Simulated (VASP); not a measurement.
# PtS2 in VASP: a series of runs

The runs below take PtS2 through single point, with PBE+D3(BJ).

Everything below comes from runs of VASP 6.6.1. Logs are shortened: lines on timing, memory, paths and dates and some standing lists are left out, and cuts for length are marked.

## 1. The cell of the first run

The cell holds a slab with vacuum, 6 atoms: a = 3.542 Å, b = 3.542 Å, c = 22.467 Å, α = 90.00°, β = 90.00°, γ = 120.00°.

## 2. Single point, PBE+D3(BJ) (layers slid over each other)

Contents of INCAR:

```
  PREC = Accurate
  ENCUT = 520
  EDIFF = 1E-6
  ISMEAR = 0
  SIGMA = 0.05
  LREAL = F
  LASPH = T
  NELM = 60
  ALGO = Normal
  ISIF = 2
  LWAVE = F
  LCHARG = F
  LDIPOL = T
  IDIPOL = 3
  DIPOL = 0.5 0.5 0.395
  GGA = PE
  IVDW = 12
  NBANDS = 31
```

Contents of KPOINTS:

```
regular mesh
0
Gamma
  9 9 1
```

Contents of POSCAR:

```
PtS2
1.0
    3.5415278079      0.0000000000      0.0000000000
   -1.7707639039      3.0670530498      0.0000000000
    0.0000000000      0.0000000000     22.4670615492
S Pt
4 2
Direct
    0.6666666667      0.3333333333      0.2002932155
    0.3333333333      0.6666666667      0.3108341854
    0.3333333333      1.0000000000      0.4795255824
    0.6666666667      0.6666666667      0.5900665523
    0.0000000000      0.0000000000      0.2555637004
    1.0000000000      1.3333333333      0.5347960674
```

Potentials or basis: VASP PAW PBE potentials, release 64 (S, Pt).

Run with:

```console
$ cat potpaw_PBE.64/S/POTCAR potpaw_PBE.64/Pt/POTCAR > POTCAR
$ mpirun -np 1 vasp_std > vasp.out
```

OUTCAR:

```text
PREC = Accurate
   ENCUT = 520
   EDIFF = 1E-6
   ISMEAR = 0
   LREAL = F
   LASPH = T
   NELM = 60
   ISIF = 2
   GGA = PE
   IVDW = 12
 IVDW          = 12

 ion  position               nearest neighbor table
   1  0.667  0.333  0.200-   5 2.39   5 2.39   5 2.39
   2  0.333  0.667  0.311-   5 2.39   5 2.39   5 2.39
   3  0.333  0.000  0.480-   6 2.39   6 2.39   6 2.39
   4  0.667  0.667  0.590-   6 2.39   6 2.39   6 2.39
   5  0.000  0.000  0.256-   1 2.39   1 2.39   1 2.39   2 2.39   2 2.39   2 2.39
   6  0.000  0.333  0.535-   4 2.39   4 2.39   4 2.39   3 2.39   3 2.39   3 2.39

  LATTYP: Found a hexagonal cell.
 ALAT       =     3.5415278079
 C/A-ratio  =     6.3438896340

  Lattice vectors:

 A1 = (   3.5415278079,   0.0000000000,   0.0000000000)
 A2 = (  -1.7707639039,   3.0670530498,   0.0000000000)
 A3 = (   0.0000000000,   0.0000000000,  22.4670615492)

Analysis of symmetry for initial positions (statically):
=====================================================================
 Subroutine PRICEL returns:
 Original cell was already a primitive cell.

 Routine SETGRP: Setting up the symmetry group for a
 hexagonal supercell.

 Subroutine GETGRP returns: Found  2 space group operations
 (whereof  1 operations were pure point group operations)
 out of a pool of 24 trial point group operations.

The static configuration has the point symmetry C_1 .
 The point group associated with its full space group is C_2 .

Analysis of symmetry for dynamics (positions and initial velocities):
=====================================================================
 Subroutine PRICEL returns:
 Original cell was already a primitive cell.

 Routine SETGRP: Setting up the symmetry group for a
 hexagonal supercell.

 Subroutine GETGRP returns: Found  2 space group operations
 (whereof  1 operations were pure point group operations)
 out of a pool of 24 trial point group operations.

The dynamic configuration has the point symmetry C_1 .
 The point group associated with its full space group is C_2 .

 Subroutine INISYM returns: Found  2 space group operations
 (whereof  1 operations are pure point group operations),
 and found     1 'primitive' translations

----------------------------------------------------------------------------------------

                                     Primitive cell

  volume of cell :     244.0384

  direct lattice vectors                    reciprocal lattice vectors
     3.541527808  0.000000000  0.000000000     0.282364012  0.163022938  0.000000000
    -1.770763904  3.067053050  0.000000000     0.000000000  0.326045877  0.000000000
[... 105 lines left out ...]
   EMIN   =  10.00;   EMAX   =-10.00  energy-range for DOS
   EFERMI =   0.00;   METHOD = LEGACY
   ISMEAR =     0;   SIGMA  =   0.05  broadening in eV -4-tet -1-fermi 0-gaus
   EFERMI_NEDOS =   21; number of points for ismear=-14 and -15
   IALGO  =     38    algorithm
   IMIX   =      4    mixing-type and parameters
     AMIX     =   0.40;   BMIX     =  1.00
     AMIX_MAG =   1.60;   BMIX_MAG =  1.00
  volume/ion in A,a.u.               =      40.67       274.48
  Fermi-wavevector in a.u.,A,eV,Ry     =   0.924854  1.747720 11.637800  0.855354
  Thomas-Fermi vector in A             =   2.050645
   LORBIT       =      0    0 simple, 1 ext, 2 COOP (PROOUT), +10 PAW based schemes
   GGA     = PE    functional components
   LHFCALC =     F    Hartree Fock is set to
   AEXX    =    0.0000 exact exchange contribution
   IVDW    =    12    specifies the selected vdW correction
   LEPSILON=     F    determine dielectric tensor
   LRPA    =     F    only Hartree local field effects (RPA)
 non-spin polarized calculation
 Gauss-broadening in eV      SIGMA  =   0.05
  energy-cutoff  :      520.00
  volume of cell :      244.04
 maximum number of plane-waves:      6671
   NGX = 13   NGY = 13   NGZ = 83

 dipolmoment           0.000000      0.000000      0.000005 electrons x Angstroem

 number of electron      44.0000000 magnetization

 dipolmoment           0.000000      0.000000     -0.000009 electrons x Angstroem

 Free energy of the ion-electron system (eV)
  ---------------------------------------------------
  ext. energy  EPLUGINS =         0.00000000
  ---------------------------------------------------
  free energy    TOTEN  =       -30.90662012 eV

  energy without entropy =      -30.90662012  energy(sigma->0) =      -30.90662012

 E-fermi :  -0.4635     XC(G=0):  -5.4981

 val. band max:       -0.7065898563   @ k =   0.1111   0.1111   0.0000
 cond. band min:       0.8689174617   @ k =   0.2222   0.0000   0.0000
 fundamental gap:      1.5755073180
 Fermi energy:        -0.4634712334

 k-point     1 :       0.0000    0.0000    0.0000
  band No.  band energies     occupation
      1     -14.8960      2.00000
      2     -14.8760      2.00000
      3     -12.7111      2.00000
      4     -12.6607      2.00000
      5      -6.3884      2.00000
      6      -6.3878      2.00000
[... 805 lines left out ...]
     30       7.5539      0.00000
     31       7.9053      0.00000

 [... further k-points ...]

------------------------ aborting loop because EDIFF is reached ----------------------------------------

 vacuum level on the upper side and lower side of the slab       (xc-potential included)        -0.205        -0.205

 Edisp (eV)   -1.83900

 E8    (eV) :    -0.7633

  FORCE on cell =-STRESS in cart. coord.  units (eV):
  Direction    XX          YY          ZZ          XY          YZ          ZX
  --------------------------------------------------------------------------------------
  -------------------------------------------------------------------------------------
  Total      -0.48238    -0.46745    -0.78835    -0.01293     0.04960    -0.02864
  in kB      -3.16694    -3.06895    -5.17574    -0.08487     0.32566    -0.18802
  external pressure =       -3.80 kB  Pullay stress =        0.00 kB

 VOLUME and BASIS-vectors are now :
 -----------------------------------------------------------------------------
  energy-cutoff  :      520.00
  volume of cell :      244.04
      direct lattice vectors                 reciprocal lattice vectors
     3.541527808  0.000000000  0.000000000     0.282364012  0.163022938  0.000000000
    -1.770763904  3.067053050  0.000000000     0.000000000  0.326045877  0.000000000
     0.000000000  0.000000000 22.467061549     0.000000000  0.000000000  0.044509603

 POSITION                                       TOTAL-FORCE (eV/Angst)
 -----------------------------------------------------------------------------------
      1.77076      1.02235      4.50000         0.000803     -0.004999      0.043119
     -0.00000      2.04470      6.98353         0.005455     -0.012937      0.013731
      1.18051      0.00000     10.77353        -0.008476      0.011192     -0.013731
      1.18051      2.04470     13.25706        -0.003928      0.003195     -0.043119
      0.00000      0.00000      5.74177         0.000119      0.006890      0.050256
     -0.59025      1.02235     12.01530         0.006027     -0.003342     -0.050256
 -----------------------------------------------------------------------------------
    total drift:                               -0.000123     -0.000076     -0.000302

  FREE ENERGIE OF THE ION-ELECTRON SYSTEM (eV)
  ---------------------------------------------------
  free  energy   TOTEN  =       -32.7456170761 eV

  energy  without entropy=      -32.7456170761  energy(sigma->0) =      -32.74561708

 vacuum level on the upper side and lower side of the slab         5.287         5.287
```

It took 5.7 min on 1 thread of AMD EPYC 7R43 (Zen 3), shared host; peak memory 0.4 GiB.

What came out:

| Item | Value |
| --- | --- |
| Free energy | -32.7456 eV |
| Largest force | 0.051 eV/Å |
| Band gap on the k mesh | 1.58 eV (least direct gap 1.66 eV) |
| Dispersion energy per atom | -0.306 eV |

Forces on the atoms (eV/Å):
```
S    0.001 -0.005  0.043
S    0.005 -0.013  0.014
S   -0.008  0.011 -0.014
S   -0.004  0.003 -0.043
Pt   0.000  0.007  0.050
Pt   0.006 -0.003 -0.050
```

Levels at points of the mesh, in eV from the valence-band top:
```tsv
k point	band 20	band 21	band 22	band 23	band 24	band 25
(0.00, 0.00, 0.00)	-0.39	-0.37	-0.37	3.09	3.09	3.11
```

Caveat: the cell differs from its parent crystal (layers slid over each other); spin-orbit coupling is left out, which moves the levels of the heavy elements.

## 3. Single point, PBE+D3(BJ) (layers slid over each other)

Contents of INCAR:

```
  PREC = Accurate
  ENCUT = 520
  EDIFF = 1E-6
  ISMEAR = 0
  SIGMA = 0.05
  LREAL = False
  LASPH = True
  NELM = 80
  ALGO = Normal
  ISIF = 2
  LWAVE = False
  LCHARG = False
  LDIPOL = True
  IDIPOL = 3
  DIPOL = 0.5 0.5 0.395
  GGA = PE
  IVDW = 12
  NBANDS = 31
```

KPOINTS is that of step 2.

Contents of POSCAR:

```
PtS2
1.0
    3.5415278079      0.0000000000      0.0000000000
   -1.7707639039      3.0670530498      0.0000000000
    0.0000000000      0.0000000000     22.4670615492
S Pt
4 2
Direct
    0.6666666667      0.3333333333      0.2002932155
    0.3333333333      0.6666666667      0.3108341854
    0.3333333333      0.8333333333      0.4795255824
    0.6666666667      0.5000000000      0.5900665523
    0.0000000000      0.0000000000      0.2555637004
    1.0000000000      1.1666666667      0.5347960674
```

Potentials or basis: VASP PAW PBE potentials, release 64 (S, Pt).

Run with:

```console
$ cat potpaw_PBE.64/S/POTCAR potpaw_PBE.64/Pt/POTCAR > POTCAR
$ mpirun -np 1 vasp_std > vasp.out
```

OUTCAR:

```text
PREC = Accurate
   ENCUT = 520
   EDIFF = 1E-6
   ISMEAR = 0
   LREAL = False
   LASPH = True
   NELM = 80
   ISIF = 2
   GGA = PE
   IVDW = 12
 IVDW          = 12

 ion  position               nearest neighbor table
   1  0.667  0.333  0.200-   5 2.39   5 2.39   5 2.39
   2  0.333  0.667  0.311-   5 2.39   5 2.39   5 2.39
   3  0.333  0.833  0.480-   6 2.39   6 2.39   6 2.39
   4  0.667  0.500  0.590-   6 2.39   6 2.39   6 2.39
   5  0.000  0.000  0.256-   1 2.39   1 2.39   1 2.39   2 2.39   2 2.39   2 2.39
   6  0.000  0.167  0.535-   4 2.39   4 2.39   4 2.39   3 2.39   3 2.39   3 2.39

  LATTYP: Found a hexagonal cell.
 ALAT       =     3.5415278079
 C/A-ratio  =     6.3438896340

  Lattice vectors:

[... 1026 lines left out ...]
  Total      -0.46454    -0.45858    -0.65237    -0.00517     0.05255    -0.03034
  in kB      -3.04986    -3.01069    -4.28301    -0.03392     0.34501    -0.19919
  external pressure =       -3.45 kB  Pullay stress =        0.00 kB

 VOLUME and BASIS-vectors are now :
 -----------------------------------------------------------------------------
  energy-cutoff  :      520.00
  volume of cell :      244.04
      direct lattice vectors                 reciprocal lattice vectors
     3.541527808  0.000000000  0.000000000     0.282364012  0.163022938  0.000000000
    -1.770763904  3.067053050  0.000000000     0.000000000  0.326045877  0.000000000
     0.000000000  0.000000000 22.467061549     0.000000000  0.000000000  0.044509603

 POSITION                                       TOTAL-FORCE (eV/Angst)
 -----------------------------------------------------------------------------------
      1.77076      1.02235      4.50000         0.001919     -0.004732      0.042622
     -0.00000      2.04470      6.98353         0.006953     -0.013277     -0.006821
     -0.29513      2.55588     10.77353        -0.008022      0.012660      0.006821
      1.47564      1.53353     13.25706        -0.003139      0.004028     -0.042622
      0.00000      0.00000      5.74177        -0.002033      0.006165      0.042218
     -0.29513      0.51118     12.01530         0.004322     -0.004843     -0.042218
 -----------------------------------------------------------------------------------
    total drift:                               -0.000004      0.000002     -0.000508

  FREE ENERGIE OF THE ION-ELECTRON SYSTEM (eV)
  ---------------------------------------------------
  free  energy   TOTEN  =       -32.7370065731 eV

  energy  without entropy=      -32.7370065731  energy(sigma->0) =      -32.73700657

 vacuum level on the upper side and lower side of the slab         5.255         5.255
```

stdout:

```text
POSCAR found type information on POSCAR S Pt
 POSCAR found :  2 types and       6 ions
 scaLAPACK will be used
 LDA part: xc-table for (Slater+PW92), standard interpolation
 POSCAR, INCAR and KPOINTS ok, starting setup
 FFT: planning ... GRIDC
 FFT: planning ... GRID_SOFT
 FFT: planning ... GRID
 WAVECAR not read
 entering main loop
```

Wall time 5.5 min (1 thread of AMD EPYC 7R43 (Zen 3), shared host); peak memory 0.41 GiB.

What came out:

```yaml
Free_energy: -32.7370 eV
Largest_force: 0.043 eV/Å
Band_gap_on_the_k_mesh: 1.55 eV (least direct gap 1.64 eV)
Dispersion_energy_per_atom: -0.306 eV
```

Forces on the atoms (eV/Å):
```
S    0.002 -0.005  0.043
S    0.007 -0.013 -0.007
S   -0.008  0.013  0.007
S   -0.003  0.004 -0.043
Pt  -0.002  0.006  0.042
Pt   0.004 -0.005 -0.042
```

Levels at points of the mesh, in eV from the valence-band top:
```
           k point  band 18  band 19  band 20  band 21  band 22  band 23  band 24  band 25  band 26  band 27
(0.00, 0.00, 0.00)    -0.53    -0.41    -0.41    -0.40    -0.39     3.05     3.06     3.08     3.09     5.28
```

Caveat: the cell differs from its parent crystal (layers slid over each other); spin-orbit coupling is left out, which moves the levels of the heavy elements.
